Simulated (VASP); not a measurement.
# BiTe (Fm-3m) in VASP: further runs

Runs on BiTe. Level: PBE. Tasks: single point.

All numbers are computed with VASP 6.6.1; they aren't measurements. Logs are shortened: lines on timing, memory, paths and dates and some standing lists are left out, and cuts for length are marked.

### Step 1. The cell of the first run

It takes space group Fm-3m (No. 225, cubic). Conventional cell: a = 5.667 Å, b = 5.667 Å, c = 5.667 Å, α = 90.00°, β = 90.00°, γ = 90.00°. Bi (site symmetry m-3m) has 6 Te at 2.83 Å within 3.7 Å. Within 3.7 Å of Te (site symmetry m-3m) lie 6 Bi at 2.83 Å.

### Step 2. Single point, PBE

The input, INCAR:

```
ALGO     = Normal         # electronic algorithm
EDIFF    = 1E-6           # SCF threshold, eV
ENCUT    = 520            # plane-wave cutoff, eV
GGA      = PE             # functional
ISIF     = 2              # what is computed and relaxed
ISMEAR   = 0              # smearing method
LASPH    = True           # aspherical terms in the spheres
LCHARG   = False          # write CHGCAR
LREAL    = False          # projectors in reciprocal space
LWAVE    = False          # write WAVECAR
NBANDS   = 18             # bands
NELM     = 100            # most SCF steps
PREC     = Accurate       # precision mode
SIGMA    = 0.1            # smearing width, eV
```

The input, KPOINTS:

```
k-points
0
Gamma
  12 12 12
```

The input, POSCAR:

```
BiTe
1.0
    0.0000000000      2.8333069686      2.8333069686
    2.8333069686      0.0000000000      2.8333069686
    2.8333069686      2.8333069686      0.0000000000
Bi Te
1 1
Direct
    0.0000000000      0.0000000000      0.0000000000
    0.5000000000      0.5000000000      0.5000000000
```

Potentials or basis: VASP PAW PBE potentials, release 64 (Bi_d, Te).

Started as:

```
cat potpaw_PBE.64/Bi_d/POTCAR potpaw_PBE.64/Te/POTCAR > POTCAR
mpirun -np 1 vasp_std > vasp.out
```

OUTCAR:

```text
EDIFF = 1E-6
   ENCUT = 520
   GGA = PE
   ISIF = 2
   ISMEAR = 0
   LASPH = True
   LREAL = False
   NELM = 100
   PREC = Accurate

 ion  position               nearest neighbor table
   1  0.000  0.000  0.000-   2 2.83   2 2.83   2 2.83   2 2.83   2 2.83   2 2.83
   2  0.500  0.500  0.500-   1 2.83   1 2.83   1 2.83   1 2.83   1 2.83   1 2.83

  LATTYP: Found a face centered cubic cell.
 ALAT       =     5.6666139372

  Lattice vectors:

 A1 = (   0.0000000000,   2.8333069686,   2.8333069686)
 A2 = (   2.8333069686,   0.0000000000,   2.8333069686)
 A3 = (   2.8333069686,   2.8333069686,   0.0000000000)

Analysis of symmetry for initial positions (statically):
=====================================================================
 Subroutine PRICEL returns:
 Original cell was already a primitive cell.

 Routine SETGRP: Setting up the symmetry group for a
 face centered cubic supercell.

 Subroutine GETGRP returns: Found 48 space group operations
 (whereof 48 operations were pure point group operations)
 out of a pool of 48 trial point group operations.

The static configuration has the point symmetry O_h .

Analysis of symmetry for dynamics (positions and initial velocities):
=====================================================================
 Subroutine PRICEL returns:
 Original cell was already a primitive cell.

 Routine SETGRP: Setting up the symmetry group for a
 face centered cubic supercell.

 Subroutine GETGRP returns: Found 48 space group operations
 (whereof 48 operations were pure point group operations)
 out of a pool of 48 trial point group operations.

The dynamic configuration has the point symmetry O_h .

 Subroutine INISYM returns: Found 48 space group operations
 (whereof 48 operations are pure point group operations),
 and found     1 'primitive' translations

----------------------------------------------------------------------------------------

                                     Primitive cell

  volume of cell :      45.4895

  direct lattice vectors                    reciprocal lattice vectors
     0.000000000  2.833306969  2.833306969    -0.176472230  0.176472230  0.176472230
     2.833306969  0.000000000  2.833306969     0.176472230 -0.176472230  0.176472230
     2.833306969  2.833306969  0.000000000     0.176472230  0.176472230 -0.176472230

  length of vectors
     4.006901141  4.006901141  4.006901141     0.305658869  0.305658869  0.305658869

  position of ions in fractional coordinates (direct lattice)
     0.000000000  0.000000000  0.000000000
     0.500000000  0.500000000  0.500000000

  ion indices of the primitive-cell ions
   primitive index   ion index
                 1           1
                 2           2

----------------------------------------------------------------------------------------

 KPOINTS: k-points

Automatic generation of k-mesh.
 Grid dimensions read from file:
 generate k-points for:   12   12   12

 Generating k-lattice:

  Cartesian coordinates                     Fractional coordinates (reciprocal lattice)
    -0.014706019  0.014706019  0.014706019     0.083333333  0.000000000  0.000000000
     0.014706019 -0.014706019  0.014706019     0.000000000  0.083333333  0.000000000
     0.014706019  0.014706019 -0.014706019     0.000000000  0.000000000  0.083333333

  Length of vectors
     0.025471572  0.025471572  0.025471572

  Shift w.r.t. Gamma in fractional coordinates (k-lattice)
     0.000000000  0.000000000  0.000000000

 Subroutine IBZKPT returns following result:
 ===========================================

 Found     72 irreducible k-points:

 Following reciprocal coordinates:
            Coordinates               Weight
  0.000000  0.000000  0.000000      1.000000
  0.083333  0.000000  0.000000      8.000000
  0.166667  0.000000  0.000000      8.000000
  0.250000  0.000000  0.000000      8.000000
  0.333333  0.000000  0.000000      8.000000
  0.416667  0.000000  0.000000      8.000000
[... 16 lines left out ...]
  0.500000  0.166667  0.000000     24.000000
 -0.416667  0.166667  0.000000     24.000000
 [... further k-points ...]
   k-points           NKPTS =     72   k-points in BZ     NKDIM =     72   number of bands    NBANDS=     18
   number of dos      NEDOS =    301   number of ions     NIONS =      2
   total plane-waves  NPLWV =  27000
   dimension x,y,z NGX =    30 NGY =   30 NGZ =   30
   dimension x,y,z NGXF=    60 NGYF=   60 NGZF=   60
   ions per type =               1   1
   NGX,Y,Z   is equivalent  to a cutoff of  12.45, 12.45, 12.45 a.u.
   NGXF,Y,Z  is equivalent  to a cutoff of  24.89, 24.89, 24.89 a.u.
 SYSTEM =  unknown system
   PREC   = accura    normal or accurate (medium, high low for compatibility)
   ISTART =      0    job   : 0-new  1-cont  2-samecut
   ICHARG =      2    charge: 1-file 2-atom 10-const
   ISPIN  =      1    spin polarized calculation?
   LNONCOLLINEAR =      F non collinear calculations
   LSORBIT =      F    spin-orbit coupling
   LASPH  =      T    aspherical Exc in radial PAW
   ENCUT  =  520.0 eV  38.22 Ry    6.18 a.u.   7.45  7.45  7.45*2*pi/ulx,y,z
   NELM   =    100;   NELMIN=  2; NELMDL= -5     # of ELM steps
   EDIFF  = 0.1E-05   stopping-criterion for ELM
   LREAL  =      F    real-space projection
   EDIFFG = 0.1E-04   stopping-criterion for IOM
   NSW    =      0    number of steps for IOM
   IBRION =     -1    ionic relax: 0-MD 1-quasi-New 2-CG
   NFREE  =      0    steps in history (QN), initial steepest desc. (CG)
   ISIF   =      2    stress and relaxation
   ISYM   =      2    0-nonsym 1-usesym 2-fastsym
   POTIM  = 0.5000    time-step for ionic-motion
   TEBEG  =    0.0;   TEEND  =   0.0 temperature during run
   PSTRESS=    0.0 pullay stress
   NELECT =      21.0000    total number of electrons
   NUPDOWN=      -1.0000    fix difference up-down
   EMIN   =  10.00;   EMAX   =-10.00  energy-range for DOS
   EFERMI =   0.00;   METHOD = LEGACY
   ISMEAR =     0;   SIGMA  =   0.10  broadening in eV -4-tet -1-fermi 0-gaus
   EFERMI_NEDOS =   21; number of points for ismear=-14 and -15
   IALGO  =     38    algorithm
   IMIX   =      4    mixing-type and parameters
     AMIX     =   0.40;   BMIX     =  1.00
     AMIX_MAG =   1.60;   BMIX_MAG =  1.00
  volume/ion in A,a.u.               =      22.74       153.49
  Fermi-wavevector in a.u.,A,eV,Ry     =   1.265254  2.390983 21.781119  1.600867
  Thomas-Fermi vector in A             =   2.398517
   LORBIT       =      0    0 simple, 1 ext, 2 COOP (PROOUT), +10 PAW based schemes
   GGA     = PE    functional components
   LHFCALC =     F    Hartree Fock is set to
   AEXX    =    0.0000 exact exchange contribution
   IVDW    =     0    specifies the selected vdW correction
   LEPSILON=     F    determine dielectric tensor
   LRPA    =     F    only Hartree local field effects (RPA)
 non-spin polarized calculation
 Gauss-broadening in eV      SIGMA  =   0.10
  energy-cutoff  :      520.00
  volume of cell :       45.49
 maximum number of plane-waves:      1245
 NGX is ok and might be reduce to    30
   NGX = 15   NGY = 15   NGZ = 15

 number of electron      20.9999998 magnetization

 Free energy of the ion-electron system (eV)
  ---------------------------------------------------
  ext. energy  EPLUGINS =         0.00000000
  ---------------------------------------------------
  free energy    TOTEN  =        -4.70374750 eV

  energy without entropy =       -4.70051230  energy(sigma->0) =       -4.70212990

 E-fermi :  12.5653     XC(G=0): -11.3321

 val. band max:       12.5072323481   @ k =  -0.2500   0.1667   0.0000
 cond. band min:      12.5959321165   @ k =   0.1667   0.1667   0.0000
 fundamental gap:      0.0886997685
 Fermi energy:        12.5653436200

 k-point     1 :       0.0000    0.0000    0.0000
  band No.  band energies     occupation
      1     -11.2135      2.00000
      2     -11.2135      2.00000
      3     -11.1697      2.00000
      4     -11.1697      2.00000
      5     -11.1697      2.00000
      6      -4.6050      2.00000
[... 10 lines left out ...]
     17      17.5220      0.00000
     18      19.6658      0.00000

 k-point     2 :       0.0833    0.0000    0.0000
  band No.  band energies     occupation
      1     -11.2155      2.00000
      2     -11.2155      2.00000
      3     -11.1695      2.00000
      4     -11.1678      2.00000
      5     -11.1678      2.00000
      6      -4.5066      2.00000
[... 10 lines left out ...]
     17      18.4544      0.00000
     18      20.2303      0.00000

 k-point     3 :       0.1667    0.0000    0.0000
  band No.  band energies     occupation
      1     -11.2215      2.00000
      2     -11.2215      2.00000
      3     -11.1689      2.00000
      4     -11.1619      2.00000
      5     -11.1619      2.00000
      6      -4.2118      2.00000
[... 10 lines left out ...]
     17      20.1711      0.00000
     18      21.5254      0.00000

 k-point     4 :       0.2500    0.0000    0.0000
  band No.  band energies     occupation
      1     -11.2305      2.00000
      2     -11.2305      2.00000
      3     -11.1682      2.00000
      4     -11.1530      2.00000
      5     -11.1530      2.00000
      6      -3.7222      2.00000
[... 375 lines left out ...]
      4     -11.1411      2.00000
      5     -11.1322      2.00000
      6      -2.4445      2.00000
[... 10 lines left out ...]
     17      22.6852      0.00000
     18      22.8731      0.00000

 k-point    23 :       0.5000    0.1667    0.0000
  band No.  band energies     occupation
      1     -11.2682      2.00000
      2     -11.2336      2.00000
      3     -11.1645      2.00000
      4     -11.1398      2.00000
      5     -11.1295      2.00000
      6      -1.5602      2.00000
[... 10 lines left out ...]
     17      22.3457      0.00000
     18      22.8457      0.00000

 k-point    24 :      -0.4167    0.1667    0.0000
  band No.  band energies     occupation
      1     -11.2619      2.00000
      2     -11.2409      2.00000
      3     -11.1607      2.00000
      4     -11.1401      2.00000
      5     -11.1320      2.00000
      6      -1.2221      2.00000
[... 10 lines left out ...]
     17      23.5200      0.00000
     18      24.1747      0.00000

 [... further k-points ...]
[... 5 lines left out ...]
  --------------------------------------------------------------------------------------
  -------------------------------------------------------------------------------------
  Total       14.1834068     14.1834068     14.1834068      0.0000000      0.0000000      0.0000000
  in kB      499.5514889    499.5514889    499.5514889      0.0000000      0.0000000      0.0000000
  external PRESSURE =     499.5514889 kB  Pullay stress =       0.0000000 kB

 VOLUME and BASIS-vectors are now :
 -----------------------------------------------------------------------------
  energy-cutoff  :      520.00
  volume of cell :       45.49
      direct lattice vectors                 reciprocal lattice vectors
     0.000000000  2.833306969  2.833306969    -0.176472230  0.176472230  0.176472230
     2.833306969  0.000000000  2.833306969     0.176472230 -0.176472230  0.176472230
     2.833306969  2.833306969  0.000000000     0.176472230  0.176472230 -0.176472230

 POSITION                                       TOTAL-FORCE (eV/Angst)
 -----------------------------------------------------------------------------------
      0.00000      0.00000      0.00000         0.000000     -0.000000     -0.000000
      2.83331      2.83331      2.83331        -0.000000      0.000000      0.000000
 -----------------------------------------------------------------------------------
    total drift:                               -0.000000      0.000000      0.000000

  FREE ENERGIE OF THE ION-ELECTRON SYSTEM (eV)
  ---------------------------------------------------
  free  energy   TOTEN  =        -4.7037475015 eV

  energy  without entropy=       -4.7005123033  energy(sigma->0) =       -4.70212990
```

Wall time 57 s (1 thread of Intel Xeon 8259CL, shared host); peak memory 0.21 GiB.

What came out:

- Free energy: -4.7037 eV
- Pressure: 50.0 GPa
- Band gap on the k mesh: zero (an odd number of electrons rules out a gap without spin polarisation)

Caveat: the cell stands under pressure; spin-orbit coupling is left out, which moves the levels of the heavy elements.

### Step 3. Single point, PBE

This run uses another cell than the first one, of 25.98 Å³/atom.

The input, INCAR:

```
SYSTEM = BiTe
ALGO = Normal
EDIFF = 1E-6
ENCUT = 520
GGA = PE
ISIF = 2
ISMEAR = 0
LASPH = .TRUE.
LCHARG = .TRUE.
LELF = .TRUE.
LREAL = .FALSE.
LVHAR = .TRUE.
LWAVE = .FALSE.
NBANDS = 18
NELM = 80
PREC = Accurate
SIGMA = 0.1
```

The input, KPOINTS:

```
k-points
0
G
  12 12 12
  0 0 0
```

The input, POSCAR:

```
BiTe
1.0
    0.0000000000      2.9617762650      2.9617762650
    2.9617762650      0.0000000000      2.9617762650
    2.9617762650      2.9617762650      0.0000000000
Bi Te
1 1
Direct
    0.0000000000      0.0000000000      0.0000000000
    0.5000000000      0.5000000000      0.5000000000
```

Potentials or basis: VASP PAW PBE potentials, release 64 (Bi_d, Te).

Started as:

```
cat potpaw_PBE.64/Bi_d/POTCAR potpaw_PBE.64/Te/POTCAR > POTCAR
mpirun -np 1 vasp_std > vasp.out
```

Wall time 56 s (1 thread of Intel Xeon 8259CL, shared host); peak memory 0.22 GiB.

The run converged. Its results:

- Free energy: -6.1699 eV
- Pressure: 25.0 GPa
- Band gap on the k mesh: zero (an odd number of electrons rules out a gap without spin polarisation)

Levels at points of the mesh, in eV from the Fermi level:
```csv
k point,band 6,band 7,band 8,band 9,band 10,band 11,band 12,band 13,band 14,band 15
"(0.00, 0.00, 0.00)",-15.75,-6.92,-3.35,-3.35,-3.35,2.67,2.67,2.67,4.18,4.18
"(0.50, 0.00, 0.00)",-12.96,-12.52,-2.50,-2.50,-1.39,-1.15,-1.15,-0.96,7.97,8.30
"(0.50, 0.50, 0.00)",-12.97,-10.05,-7.73,-5.45,-5.45,1.14,4.94,4.94,7.15,9.54
```

Caveat: the cell stands under pressure; spin-orbit coupling is left out, which moves the levels of the heavy elements.

### Step 4. Single point, PBE

This run uses another cell than the first one, of 19.84 Å³/atom.

The input, INCAR:

```
SYSTEM = BiTe
PREC = Accurate
ENCUT = 520
EDIFF = 1E-7
ISMEAR = 0
SIGMA = 0.1
LREAL = .FALSE.
LASPH = .TRUE.
NELM = 100
ALGO = Normal
ISIF = 2
LWAVE = .FALSE.
LCHARG = .FALSE.
GGA = PE
NBANDS = 18
```

The input, KPOINTS:

```
regular mesh
0
G
  14 14 14
  0 0 0
```

The input, POSCAR:

```
BiTe
1.0
    0.0000000000      2.7073144367      2.7073144367
    2.7073144367      0.0000000000      2.7073144367
    2.7073144367      2.7073144367      0.0000000000
Bi Te
1 1
Direct
    0.0000000000      0.0000000000      0.0000000000
    0.5000000000      0.5000000000      0.5000000000
```

Started as:

```
cat potpaw_PBE.64/Bi_d/POTCAR potpaw_PBE.64/Te/POTCAR > POTCAR
mpirun -np 1 vasp_std > vasp.out
```

Run time: 79 s. Hardware: 1 thread of Intel Xeon 8259CL, shared host; peak memory 0.21 GiB.

The run converged. Its results:

| Item | Value |
| --- | --- |
| Free energy | -2.2175 eV |
| Pressure | 90.2 GPa |
| Band gap on the k mesh | zero (an odd number of electrons rules out a gap without spin polarisation) |

Levels at points of the mesh, in eV from the Fermi level:
```csv
k point,band 6,band 7,band 8,band 9,band 10,band 11,band 12,band 13,band 14,band 15
"(0.00, 0.00, 0.00)",-18.97,-5.16,-4.45,-4.45,-4.45,2.92,2.92,2.92,3.53,3.53
"(0.50, 0.00, 0.00)",-15.14,-14.76,-3.20,-3.20,-2.02,-2.02,-1.35,-1.06,8.18,8.18
"(0.50, 0.50, 0.00)",-14.70,-10.53,-10.28,-7.41,-7.41,-0.31,6.35,6.35,8.96,9.42
```

Caveat: the cell stands under pressure; spin-orbit coupling is left out, which moves the levels of the heavy elements.

(Part 1 of 2 ends here.)
